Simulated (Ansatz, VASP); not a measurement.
**Two plane-wave programs on Ga2Se**

```
Ga Se
1.0
     0.00000    3.10694    3.10694
     3.10694    0.00000    3.10694
     3.10694    3.10694    0.00000
Ga Se
2 1
Direct
  0.25000 0.25000 0.25000
  0.75000 0.75000 0.75000
  0.00000 0.00000 0.00000
```

Alike in both runs: task relaxation of cell and atoms; functional PBE; k mesh 6 × 6 × 6; occupations gaussian, width 0.1 eV; no spin polarisation.

```csv
,VASP,Ansatz
version,VASP 6.6.1,Ansatz 0.2.0
potentials or method,"VASP PAW PBE potentials, release 64 (Ga_d, Se), cutoff 600 eV","scalar-relativistic, plane waves, PAW"
valence electrons in the cell,32,42
```

```csv
,VASP,Ansatz,Ansatz less VASP
"gap on the k mesh at the Fermi level, each at its own relaxed structure (eV)",none,none,-
relaxed volume (Å³/atom),27.10,26.86,-0.239
relaxed cell length with the largest relative difference (Å),4.863,4.848,-0.0144
```

A gap of «none» marks a metal or a gap that the smearing closes. VASP's potentials hold 32 valence electrons a cell and Ansatz's 42, so a difference there can come from the potentials and not from the codes.

Noted on VASP's run: the volume moved by over 15 % at a fixed basis, so the end points are rough.
